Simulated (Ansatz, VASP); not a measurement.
## One calculation of KMo, two programs

```
K Mo
1.0
     3.72201    0.00000    0.00000
     0.00000    3.72201    0.00000
     0.00000    0.00000    3.72201
K Mo
1 1
Direct
  0.00000 0.00000 0.00000
  0.50000 0.50000 0.50000
```

Alike in both runs: functional PBE; k mesh 14 × 14 × 14; occupations gaussian, width 0.1 eV; no spin polarisation.

Ansatz relaxed the structure, and its values are those at the end. VASP's run is a single point on that final structure, the one shown.

```csv
,VASP,Ansatz
version,VASP 6.6.1,Ansatz 0.2.0
potentials or method,"VASP PAW PBE potentials, release 64 (K_sv, Mo_sv), cutoff 520 eV","scalar-relativistic, plane waves, PAW"
valence electrons in the cell,23,23
```

|  | VASP | Ansatz | Ansatz less VASP |
| --- | --- | --- | --- |
| gap on the k mesh at the Fermi level (eV) | none | none | - |
| pressure (GPa) | 0.1 | 0.0 | -0.12 |

A gap of «none» marks a metal or a gap that the smearing closes.
